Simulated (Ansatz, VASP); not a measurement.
GdPd2 in VASP and in Ansatz

Contents of INCAR:

```
SYSTEM = GdPd2
PREC = Accurate
ENCUT = 520
EDIFF = 1E-7
ISMEAR = -1
SIGMA = 0.1
LREAL = .False.
LASPH = .True.
NELM = 150
ALGO = Normal
ISIF = 2
LWAVE = .False.
LCHARG = .False.
LNONCOLLINEAR = .True.
MAGMOM = 2.549 2.549 -6 0.364 0.364 -0.857 0.364 0.364 -0.857
LORBIT = 11
LSORBIT = .True.
GGA_COMPAT = .False.
LORBMOM = .True.
LMAXMIX = 6
GGA = PE
NBANDS = 51
```

KPOINTS

```
Automatic mesh
0
Gamma
  5 5 5
  0 0 0
```

File POSCAR:

```
GdPd2
1.0
    0.0000000000      4.1413763400      0.0000000000
    4.1413763400      0.0000000000      0.0000000000
    2.0706876700      2.0706876700     -4.8736316300
Gd Pd
1 2
Direct
    0.0000000000      0.0000000000      0.0000000000
    0.7500000000      0.2500000000      0.5000000000
    0.2500000000      0.7500000000      0.5000000000
```

Input for Ansatz:

```yaml
crystal:
  lattice:
    - [0.0, 4.14137634, 0.0]
    - [4.14137634, 0.0, 0.0]
    - [2.07068767, 2.07068767, -4.87363163]
  atoms:
    - { symbol: Gd, position: [0.0, 0.0, 0.0], spin: 7, spin_axis: [0.36419, 0.36419, -0.85717] }
    - { symbol: Pd, position: [0.75, 0.25, 0.5], spin: 1, spin_axis: [0.36419, 0.36419, -0.85717] }
    - { symbol: Pd, position: [0.25, 0.75, 0.5], spin: 1, spin_axis: [0.36419, 0.36419, -0.85717] }
kpoints:
  mp_grid: { grid: [5, 5, 5], shift: [0, 0, 0] }
  band_path:
    path:
      - [0.0, 0.0, 0.0]
      - [0.5, 0.5, 0.49999988]
      - [0.5, 0.5, 0.24999988]
      - [0.0, 0.5, -6.0e-08]
      - [0.0, 0.0, 0.0]
      - [0.0, 0.0, -0.5]
      - [0.0, 0.40974027, -0.29512991]
      - [0.0, 0.59025973, 0.29512979]
      - [0.0, 0.0, 0.0]
      - [0.5, 0.5, 0.49999988]
      - [0.40974027, 0.59025973, 0.49999988]
    npoints: 6
magnetization:
  noncollinear: true
  spin_orbit: true
scf:
  occupations: { method: fermi_dirac }
  lower_state_search: "off"
  max_iter: 200
hamiltonian:
  pseudopotentials: { kind: paw_fr }
  xc: pbe
basis:
  ecutwfc: 420
  fft_grid_basis: typed
output:
  forces: true
  stress: true
  eigenvalues: true
  bader: true
  populations: true
  elf: true
  write_potential: true
  volumetric_format: npy
  dos:
    e_range: [-12, 8]
    de: 0.05
    projected: { site_lists: { Gd: [Gd], Pd: [Pd] } }
    method: { smearing: { sigma: 0.1, scheme: gaussian } }
checkpoint:
  read: saved_state
```

Alike in both runs: task single point; functional PBE; k mesh 5 × 5 × 5; non-collinear spin, spin-orbit coupling.

```csv
,VASP,Ansatz
version,VASP 6.6.1,Ansatz 0.2.0
potentials or method,"VASP PAW PBE potentials, release 64 (Gd, Pd), cutoff 520 eV",PAW plane waves
occupations,"fermi-dirac, width 0.1 eV",fermi-dirac
valence electrons in the cell,38,54
```

|  | VASP | Ansatz | Ansatz less VASP |
| --- | --- | --- | --- |
| pressure (GPa) | -11.3 | -11.4 | -0.02 |
| traceless stress, the component that is largest in VASP (GPa) | -2.88 | -2.91 | -0.028 |
| net moment per atom (μB) | 2.36 | 2.36 | 0.000 |

VASP's potentials hold 38 valence electrons a cell and Ansatz's 54, so a difference there can come from the potentials and not from the codes. Ansatz's warnings: stress scf threshold loose.
